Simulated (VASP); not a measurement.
# Ag (I4/mmm) in VASP: single point with r2SCAN

Aim: the single point of Ag with r2SCAN.

All numbers are computed with VASP 6.6.1; they aren't measurements. Logs are shortened: lines on timing, memory, paths and dates and some standing lists are left out, and cuts for length are marked.

## 1. The cell of the first run

Symmetry: I4/mmm, No. 139, tetragonal system. Conventional cell: a = 2.893 Å, b = 2.893 Å, c = 4.339 Å, α = 90.00°, β = 90.00°, γ = 90.00°. Within 3.8 Å of Ag (site symmetry 4/mmm) lie 12 Ag at 2.89 to 2.98 Å.

## 2. Single point, r2SCAN

POSCAR

```
Ag
1.0
   -1.4463469908      1.4463469908      2.1695204861
    1.4463469908     -1.4463469908      2.1695204861
    1.4463469908      1.4463469908     -2.1695204861
Ag
1
Direct
    0.0000000000      0.0000000000      0.0000000000
```

INCAR.step1

```
PREC = Accurate
ENCUT = 520
ISMEAR = 0
SIGMA = 0.15
LREAL = False
LASPH = True
NELM = 60
NBANDS = 12
GGA = PE
ALGO = Normal
EDIFF = 1E-4
LWAVE = True
LCHARG = False
```

INCAR.step2

```
PREC = Accurate
ENCUT = 520
EDIFF = 1E-7
ISMEAR = 0
SIGMA = 0.15
LREAL = False
LASPH = True
NELM = 60
ALGO = Normal
ISIF = 2
LWAVE = False
LCHARG = False
METAGGA = R2SCAN
LMIXTAU = True
NBANDS = 12
ISTART = 1
```

KPOINTS

```
regular mesh
0
Gamma
  22 22 22
```

Potentials or basis: VASP PAW PBE potentials, release 64 (Ag).

Command:

```bash
$ cat potpaw_PBE.64/Ag/POTCAR > POTCAR
$ cp INCAR.step1 INCAR
$ mpirun -np 1 vasp_std > vasp.out
$ cp INCAR.step2 INCAR
$ mpirun -np 1 vasp_std > vasp.out
```

OUTCAR:

```text
PREC = Accurate
   ENCUT = 520
   EDIFF = 1E-7
   ISMEAR = 0
   LREAL = False
   LASPH = True
   NELM = 60
   ISIF = 2
   METAGGA = R2SCAN
   ISTART = 1

 ion  position               nearest neighbor table
   1  0.000  0.000  0.000-

  LATTYP: Found a body centered tetragonal cell.
 ALAT       =     2.8926939816
 C/A-ratio  =     1.4999999999

  Lattice vectors:

 A1 = (  -1.4463469908,   1.4463469908,   2.1695204861)
 A2 = (   1.4463469908,  -1.4463469908,   2.1695204861)
 A3 = (   1.4463469908,   1.4463469908,  -2.1695204861)

Analysis of symmetry for initial positions (statically):
=====================================================================
 Subroutine PRICEL returns:
 Original cell was already a primitive cell.

 Routine SETGRP: Setting up the symmetry group for a
 body centered tetragonal supercell.

 Subroutine GETGRP returns: Found 16 space group operations
 (whereof 16 operations were pure point group operations)
 out of a pool of 16 trial point group operations.

The static configuration has the point symmetry D_4h.

Analysis of symmetry for dynamics (positions and initial velocities):
=====================================================================
 Subroutine PRICEL returns:
 Original cell was already a primitive cell.

 Routine SETGRP: Setting up the symmetry group for a
 body centered tetragonal supercell.

 Subroutine GETGRP returns: Found 16 space group operations
 (whereof 16 operations were pure point group operations)
 out of a pool of 16 trial point group operations.

The dynamic configuration has the point symmetry D_4h.

 Subroutine INISYM returns: Found 16 space group operations
 (whereof 16 operations are pure point group operations),
 and found     1 'primitive' translations

----------------------------------------------------------------------------------------

                                     Primitive cell

  volume of cell :      18.1538

  direct lattice vectors                    reciprocal lattice vectors
    -1.446346991  1.446346991  2.169520486     0.000000000  0.345698510  0.230465673
     1.446346991 -1.446346991  2.169520486     0.345698510  0.000000000  0.230465673
     1.446346991  1.446346991 -2.169520486     0.345698510  0.345698510  0.000000000

  length of vectors
     2.981720707  2.981720707  2.981720707     0.415477902  0.415477902  0.488891522

  position of ions in fractional coordinates (direct lattice)
     0.000000000  0.000000000  0.000000000

  ion indices of the primitive-cell ions
   primitive index   ion index
                 1           1

----------------------------------------------------------------------------------------

 KPOINTS: regular mesh

Automatic generation of k-mesh.
 Grid dimensions read from file:
 generate k-points for:   22   22   22

 Generating k-lattice:

  Cartesian coordinates                     Fractional coordinates (reciprocal lattice)
     0.000000000  0.015713569  0.010475712     0.045454545 -0.000000000  0.000000000
     0.015713569  0.000000000  0.010475712    -0.000000000  0.045454545  0.000000000
     0.015713569  0.015713569  0.000000000     0.000000000  0.000000000  0.045454545

  Length of vectors
     0.018885359  0.018885359  0.022222342

  Shift w.r.t. Gamma in fractional coordinates (k-lattice)
     0.000000000  0.000000000  0.000000000

 Subroutine IBZKPT returns following result:
 ===========================================

 Found    834 irreducible k-points:

 Following reciprocal coordinates:
            Coordinates               Weight
  0.000000  0.000000  0.000000      1.000000
  0.045455 -0.000000  0.000000      8.000000
  0.090909 -0.000000  0.000000      8.000000
  0.136364 -0.000000  0.000000      8.000000
  0.181818  0.000000  0.000000      8.000000
  0.227273  0.000000 -0.000000      8.000000
[... 16 lines left out ...]
  0.500000  0.045455  0.000000     16.000000
 -0.454545  0.045455  0.000000     16.000000
 [... further k-points ...]
   k-points           NKPTS =    834   k-points in BZ     NKDIM =    834   number of bands    NBANDS=     12
   number of dos      NEDOS =    301   number of ions     NIONS =      1
   total plane-waves  NPLWV =  13824
   dimension x,y,z NGX =    24 NGY =   24 NGZ =   24
   dimension x,y,z NGXF=    48 NGYF=   48 NGZF=   48
   ions per type =               1
   NGX,Y,Z   is equivalent  to a cutoff of  13.38, 13.38, 13.38 a.u.
   NGXF,Y,Z  is equivalent  to a cutoff of  26.76, 26.76, 26.76 a.u.
 SYSTEM =  unknown system
   PREC   = accura    normal or accurate (medium, high low for compatibility)
   ISTART =      1    job   : 0-new  1-cont  2-samecut
   ICHARG =      0    charge: 1-file 2-atom 10-const
   ISPIN  =      1    spin polarized calculation?
   LNONCOLLINEAR =      F non collinear calculations
   LSORBIT =      F    spin-orbit coupling
   LASPH  =      T    aspherical Exc in radial PAW
   ENCUT  =  520.0 eV  38.22 Ry    6.18 a.u.   5.54  5.54  5.54*2*pi/ulx,y,z
   NELM   =     60;   NELMIN=  2; NELMDL=  0     # of ELM steps
   EDIFF  = 0.1E-06   stopping-criterion for ELM
   LREAL  =      F    real-space projection
   EDIFFG = 0.1E-05   stopping-criterion for IOM
   NSW    =      0    number of steps for IOM
   IBRION =     -1    ionic relax: 0-MD 1-quasi-New 2-CG
   NFREE  =      0    steps in history (QN), initial steepest desc. (CG)
   ISIF   =      2    stress and relaxation
   ISYM   =      2    0-nonsym 1-usesym 2-fastsym
   POTIM  = 0.5000    time-step for ionic-motion
   TEBEG  =    0.0;   TEEND  =   0.0 temperature during run
   PSTRESS=    0.0 pullay stress
   NELECT =      11.0000    total number of electrons
   NUPDOWN=      -1.0000    fix difference up-down
   EMIN   =  10.00;   EMAX   =-10.00  energy-range for DOS
   EFERMI =   0.00;   METHOD = LEGACY
   ISMEAR =     0;   SIGMA  =   0.15  broadening in eV -4-tet -1-fermi 0-gaus
   EFERMI_NEDOS =   21; number of points for ismear=-14 and -15
   IALGO  =     38    algorithm
   IMIX   =      4    mixing-type and parameters
     AMIX     =   0.40;   BMIX     =  1.00
     AMIX_MAG =   1.60;   BMIX_MAG =  1.00
  volume/ion in A,a.u.               =      18.15       122.51
  Fermi-wavevector in a.u.,A,eV,Ry     =   1.385318  2.617871 26.111022  1.919106
  Thomas-Fermi vector in A             =   2.509739
   LORBIT       =      0    0 simple, 1 ext, 2 COOP (PROOUT), +10 PAW based schemes
   METAGGA = R2SCAN    functional components
   LHFCALC =     F    Hartree Fock is set to
   AEXX    =    0.0000 exact exchange contribution
   IVDW    =     0    specifies the selected vdW correction
   LEPSILON=     F    determine dielectric tensor
   LRPA    =     F    only Hartree local field effects (RPA)
 non-spin polarized calculation
 Gauss-broadening in eV      SIGMA  =   0.15
  energy-cutoff  :      520.00
  volume of cell :       18.15
 maximum number of plane-waves:       509
 NGX is ok and might be reduce to    24
   NGX = 11   NGY = 11   NGZ = 11

 number of electron      11.0000002 magnetization

 Free energy of the ion-electron system (eV)
  ---------------------------------------------------
  ext. energy  EPLUGINS =         0.00000000
  ---------------------------------------------------
  free energy    TOTEN  =       -21.34416463 eV

  energy without entropy =      -21.34170251  energy(sigma->0) =      -21.34293357

 E-fermi :   7.6428     XC(G=0): -12.5375

 val. band max:        7.6419006681   @ k =  -0.1364   0.4545   0.0455
 cond. band min:       7.6564530243   @ k =  -0.3636   0.4091   0.0455
 fundamental gap:      0.0145523562
 Fermi energy:         7.6427588556

 k-point     1 :       0.0000    0.0000    0.0000
  band No.  band energies     occupation
      1       0.1040      2.00000
      2       2.4440      2.00000
      3       2.8007      2.00000
      4       2.8007      2.00000
      5       3.4171      2.00000
      6       3.7793      2.00000
      7      24.1304      0.00000
      8      27.0038      0.00000
      9      27.6285      0.00000
     10      27.6285      0.00000
     11      32.2053      0.00000
     12      32.7185      0.00000

 k-point     2 :       0.0455   -0.0000    0.0000
  band No.  band energies     occupation
      1       0.1678      2.00000
      2       2.4541      2.00000
      3       2.7940      2.00000
      4       2.8170      2.00000
      5       3.4143      2.00000
      6       3.7698      2.00000
      7      24.1275      0.00000
      8      26.6912      0.00000
      9      27.3300      0.00000
     10      27.6381      0.00000
     11      32.1171      0.00000
     12      32.7258      0.00000

 k-point     3 :       0.0909   -0.0000    0.0000
  band No.  band energies     occupation
      1       0.3545      2.00000
      2       2.4782      2.00000
      3       2.7809      2.00000
      4       2.8625      2.00000
      5       3.4116      2.00000
      6       3.7452      2.00000
      7      23.9611      0.00000
      8      25.6177      0.00000
      9      27.2544      0.00000
     10      27.6596      0.00000
     11      31.3296      0.00000
     12      32.7292      0.00000

 k-point     4 :       0.1364   -0.0000    0.0000
  band No.  band energies     occupation
      1       0.6453      2.00000
      2       2.5083      2.00000
      3       2.7748      2.00000
      4       2.9258      2.00000
      5       3.4270      2.00000
      6       3.7168      2.00000
      7      22.9826      0.00000
      8      25.0130      0.00000
      9      27.2558      0.00000
     10      27.6714      0.00000
     11      30.5639      0.00000
     12      32.2079      0.00000

 k-point     5 :       0.1818    0.0000    0.0000
  band No.  band energies     occupation
      1       0.9902      2.00000
      2       2.5746      2.00000
      3       2.7753      2.00000
      4       2.9855      2.00000
      5       3.4856      2.00000
      6       3.7061      2.00000
      7      21.3517      0.00000
      8      24.8658      0.00000
      9      27.2130      0.00000
     10      27.6424      0.00000
     11      30.0450      0.00000
     12      31.5989      0.00000
[... 228 lines left out ...]
      1       1.3271      2.00000
      2       2.5374      2.00000
      3       2.8349      2.00000
      4       4.1317      2.00000
      5       4.2626      2.00000
      6       6.4798      2.00000
      7      12.4243      0.00000
      8      23.1871      0.00000
      9      24.9350      0.00000
     10      26.1521      0.00000
     11      29.5717      0.00000
     12      31.2166      0.00000

 k-point    22 :       0.4545    0.0455   -0.0000
  band No.  band energies     occupation
      1       1.2949      2.00000
      2       2.5171      2.00000
      3       2.8064      2.00000
      4       4.1836      2.00000
      5       4.3581      2.00000
      6       7.3526      1.99378
      7      11.2881      0.00000
      8      23.0091      0.00000
      9      24.8675      0.00000
     10      25.8787      0.00000
     11      29.6677      0.00000
     12      31.2211      0.00000

 k-point    23 :       0.5000    0.0455    0.0000
  band No.  band energies     occupation
      1       1.2894      2.00000
      2       2.5168      2.00000
      3       2.7997      2.00000
      4       4.1727      2.00000
      5       4.3911      2.00000
      6       7.5519      1.60837
      7      11.0480      0.00000
      8      22.9520      0.00000
      9      24.8746      0.00000
     10      25.8584      0.00000
     11      29.7434      0.00000
     12      31.2043      0.00000

 k-point    24 :      -0.4545    0.0455    0.0000
  band No.  band energies     occupation
      1       1.3119      2.00000
      2       2.5362      2.00000
      3       2.8159      2.00000
      4       4.0995      2.00000
      5       4.3600      2.00000
      6       6.8551      2.00000
      7      11.9242      0.00000
      8      23.0240      0.00000
      9      24.9494      0.00000
     10      26.0932      0.00000
     11      29.8048      0.00000
     12      31.1882      0.00000

 [... further k-points ...]

------------------------ aborting loop because EDIFF is reached ----------------------------------------

  FORCE on cell =-STRESS in cart. coord.  units (eV):
  Direction    XX          YY          ZZ          XY          YZ          ZX
  --------------------------------------------------------------------------------------
  -------------------------------------------------------------------------------------
  Total       -0.3958342     -0.3958342     -0.6543535      0.0000000     -0.0000000      0.0000000
  in kB      -34.9345527    -34.9345527    -57.7503069      0.0000000     -0.0000000      0.0000000
  external PRESSURE =     -42.5398041 kB  Pullay stress =       0.0000000 kB

 VOLUME and BASIS-vectors are now :
 -----------------------------------------------------------------------------
  energy-cutoff  :      520.00
  volume of cell :       18.15
      direct lattice vectors                 reciprocal lattice vectors
    -1.446346991  1.446346991  2.169520486     0.000000000  0.345698510  0.230465673
     1.446346991 -1.446346991  2.169520486     0.345698510  0.000000000  0.230465673
     1.446346991  1.446346991 -2.169520486     0.345698510  0.345698510  0.000000000

 POSITION                                       TOTAL-FORCE (eV/Angst)
 -----------------------------------------------------------------------------------
      0.00000      0.00000      0.00000         0.000000     -0.000000      0.000000
 -----------------------------------------------------------------------------------
    total drift:                               -0.000000      0.000000      0.000000

  FREE ENERGIE OF THE ION-ELECTRON SYSTEM (eV)
  ---------------------------------------------------
  free  energy   TOTEN  =       -21.3441646296 eV

  energy  without entropy=      -21.3417025134  energy(sigma->0) =      -21.34293357
```

It took 5.2 min on 1 thread of Intel Xeon Platinum 8488C (Sapphire Rapids), shared host; peak memory 0.29 GiB.

Results:

| Quantity | Value |
| --- | --- |
| Free energy | -21.3442 eV |
| Pressure | -4.3 GPa |
| Band gap on the k mesh | zero (an odd number of electrons rules out a gap without spin polarisation) |

Levels at points of the mesh, in eV from the Fermi level:
| k point | band 4 | band 5 | band 6 | band 7 | band 8 | band 9 |
| --- | --- | --- | --- | --- | --- | --- |
| (0.00, 0.00, 0.00) | -4.84 | -4.23 | -3.86 | 16.49 | 19.36 | 19.99 |
| (0.50, 0.00, 0.00) | -3.37 | -3.23 | -0.20 | 3.33 | 15.33 | 17.57 |
| (0.50, 0.50, 0.00) | -3.24 | -2.97 | 2.08 | 6.93 | 10.42 | 10.43 |
| (0.50, 0.50, 0.50) | -3.13 | -3.13 | 1.11 | 5.50 | 11.47 | 11.47 |

Caveat: the cell stands under tension; the PAW data sets were made with another functional, which shifts forces and pressure a little.
